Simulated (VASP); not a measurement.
The system is Sb.

```
Sb
1.0
     2.16847    1.25196    3.78289
    -2.16847    1.25196    3.78289
     0.00000   -2.50393    3.78289
Sb
2
Direct
  0.76651 0.76651 0.76651
  0.23349 0.23349 0.23349
```

Base run:

* Program: VASP 6.6.1
* Functional: PBE exchange alone
* Potentials or basis: VASP PAW PBE potentials, release 64 (Sb)
* Cutoff: 520 eV
* k mesh: 8 × 8 × 8
* Occupations: fermi-dirac, width 0.05 eV
* Spin: no spin polarisation

Its results: band gap on the k mesh zero (band 5 reaches 8.68 eV, above the bottom of band 6 at 8.42 eV); pressure 11.1 GPa; largest force 0.254 eV/Å.

Question: The run is repeated on the same cell with these changes: functional from PBE exchange alone to r2SCAN. What comes out?

Answer: Band gap on the k mesh zero (band 5 reaches 7.14 eV, above the bottom of band 6 at 6.92 eV); pressure 0.6 GPa; largest force 0.063 eV/Å.

Caveats: spin-orbit coupling is left out, which moves the levels of the heavy elements; the PAW data sets were made with another functional, which shifts forces and pressure a little (some runs).
